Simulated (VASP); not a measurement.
A run of VASP 6.6.1 is set up as follows.

File INCAR:

```
SYSTEM = Bi2Te3
ALGO = Normal
DIPOL = 0.5 0.5 0.500
EDIFF = 1E-6
ENCUT = 520
GGA = PS
IDIPOL = 3
ISIF = 2
ISMEAR = 0
LASPH = .True.
LCHARG = .True.
LDIPOL = .True.
LELF = .True.
LREAL = .False.
LVACPOTAV = .True.
LVHAR = .True.
LWAVE = .False.
NBANDS = 59
NELM = 100
PREC = Accurate
SIGMA = 0.05
```

Contents of KPOINTS:

```
k-points
0
Gamma
  9 9 1
  0 0 0
```

Contents of POSCAR:

```
Bi2Te3
1.0
    4.3823071498      0.0000000000      0.0000000000
   -2.1911535749      3.7951893189      0.0000000000
    0.0000000000      0.0000000000     32.5736935001
Te Bi
6 4
Direct
    0.0000000000      0.0000000000      0.2302471471
    0.6666666667      0.3333333333      0.3449978129
    0.3333333333      0.6666666667      0.4597484786
    0.6666666667      0.3333333333      0.5402515214
    0.3333333333      0.6666666667      0.6550021871
    0.0000000000      0.0000000000      0.7697528529
    0.3333333333      0.6666666667      0.2831141686
    0.0000000000      0.0000000000      0.4068814571
    0.0000000000      0.0000000000      0.5931185429
    0.6666666667      0.3333333333      0.7168858314
```

Potentials or basis: VASP PAW PBE potentials, release 64 (Te, Bi_d).

Launch:

```bash
$ cat potpaw_PBE.64/Te/POTCAR potpaw_PBE.64/Bi_d/POTCAR > POTCAR
$ mpirun -np 1 vasp_std > vasp.out
```

(1) Predict the largest force.

(2) What does it give for the band gap on the k mesh?

Answers

(1) 0.129 eV/Å.

(2) 0.50 eV.

Caveat: the PAW data sets were made with another functional, which shifts forces and pressure a little; spin-orbit coupling is left out, which moves the levels of the heavy elements.
